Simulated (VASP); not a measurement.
Wanted: the native input for a VASP 6.6.1 run.

```
Task                   : single point
Functional             : PBE exchange alone
Potentials or basis    : VASP PAW PBE potentials, release 64 (Sb_d_GW)
Cutoff                 : 500 eV
k mesh                 : 8 × 8 × 8
Occupations            : fermi-dirac, width 0.05 eV
Spin                   : no spin polarisation
Dipole correction      : no
Further INCAR settings : ALGO = Normal; EDIFF = 1e-06; NBANDS = 22
```

The structure of Sb lies in POSCAR:

```
Sb
1.0
    2.2114429992      1.2767772109      7.5874405413
   -2.2114429992      1.2767772109      7.5874405413
    0.0000000000     -2.5535544218      7.5874405413
Sb
2
Direct
    0.7974034120      0.7974034120      0.7974034120
    0.2025965880      0.2025965880      0.2025965880
```

These files were run (other wordings do the same):

INCAR

```
AGGAC = 0.0
ALDAC = 0.0
ALGO = Normal
EDIFF = 1E-6
ENCUT = 500
GGA = PE
GGA_COMPAT = F
ISIF = 2
ISMEAR = -1
LASPH = T
LCHARG = T
LELF = T
LREAL = F
LVHAR = T
LWAVE = F
NBANDS = 22
NELM = 120
PREC = Accurate
SIGMA = 0.05
```

KPOINTS

```
k-points
0
Gamma
  8 8 8
```

Potentials or basis: VASP PAW PBE potentials, release 64 (Sb_d_GW).

Run with:

```console
$ cat potpaw_PBE.64/Sb_d_GW/POTCAR > POTCAR
$ mpirun -np 1 vasp_std > vasp.out
```

It gave:

```yaml
Pressure: 0.0 GPa
Band_gap_on_the_k_mesh: 0.83 eV
```

Caveat: spin-orbit coupling is left out, which moves the levels of the heavy elements.

Run time: 6.6 min on 1 thread of Intel(R) Xeon(R) Platinum 8259CL CPU @ 2.50GHz (Skylake/Cascade Lake), with other jobs on the host, peak memory 0.58 GiB.
